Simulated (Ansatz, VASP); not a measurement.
One calculation of EuMg2Fe, two programs

INCAR

```
  PREC = Accurate
  ENCUT = 520
  EDIFF = 1E-6
  ISMEAR = -1
  SIGMA = 0.05
  LREAL = False
  LASPH = True
  NELM = 150
  ALGO = Normal
  ISIF = 2
  LWAVE = False
  LCHARG = False
  ISPIN = 2
  MAGMOM = 8.5 4.5 0 0
  LORBIT = 11
  LMAXMIX = 6
  GGA = PE
  NBANDS = 26
```

File KPOINTS:

```
regular mesh
0
Gamma
  6 6 5
```

Contents of POSCAR:

```
EuMg2Fe
1.0
    4.8417656924      0.0000000000      0.0000000000
   -2.4208828462      4.1930920888      0.0000000000
    0.0000000000      0.0000000000      5.1378410000
Eu Fe Mg
1 1 2
Direct
    0.0000000000      0.0000000000      0.5000000000
    0.0000000000      0.0000000000      0.0000000000
    0.3333333333      0.6666666667      0.0215600000
    0.6666666667      0.3333333333      0.9784400000
```

The input input.yaml:

```yaml
crystal:
  lattice:
    - [4.8417656924, 0.0, 0.0]
    - [-2.4208828462, 4.1930920888, 0.0]
    - [0.0, 0.0, 5.137841]
  atoms:
    - { symbol: Eu, position: [0.0, 0.0, 0.5], spin: 8.5 }
    - { symbol: Fe, position: [0.0, 0.0, 0.0], spin: 4.5 }
    - { symbol: Mg, position: [0.3333333333, 0.6666666667, 0.02156] }
    - { symbol: Mg, position: [0.6666666667, 0.3333333333, 0.97844] }
hamiltonian:
  xc: pbe
  pseudopotentials: { kind: paw }
magnetization:
  spin_polarized: true
kpoints:
  mp_grid: { grid: [6, 6, 5] }
scf:
  occupations: { method: fermi_dirac, width: 0.05 }
output:
  forces: true
  stress: true
  eigenvalues: true
```

Alike in both runs: task single point; functional PBE; k mesh 6 × 6 × 5; occupations fermi-dirac, width 0.05 eV; collinear spin.

|  | VASP | Ansatz |
| --- | --- | --- |
| version | VASP 6.6.1 | Ansatz 0.2.0 |
| potentials or method | VASP PAW PBE potentials, release 64 (Eu, Fe, Mg) | Ansatz PAW |
| plane-wave cutoff (eV) | 520 | 420 |
| valence electrons in the cell | 29 | 53 |

|  | VASP | Ansatz | Ansatz less VASP |
| --- | --- | --- | --- |
| gap on the k mesh at the Fermi level (eV) | none | none | - |
| pressure (GPa) | -1.5 | -0.2 | +1.25 |
| traceless stress, the component that is largest in VASP (GPa) | -0.48 | -1.31 | -0.831 |
| rms of the force components (eV/Å) | 0.025 | 0.019 | -0.0060 |
| net moment per atom (μB) | 1.96 | 1.31 | -0.647 |
| size of the moment on the site where the two differ most (μB) | 1.00 | 2.02 | +1.021 |

The net moments are unlike, so the other rows may belong to different states. Site moments also hang on the region over which each program counts them. Atom by atom the forces differ by 0.006 eV/Å (rms over components). A gap of «none» marks a metal or a gap that the smearing closes. VASP's potentials hold 29 valence electrons a cell and Ansatz's 53, so a difference there can come from the potentials and not from the codes.

Spin-orbit coupling is off throughout.
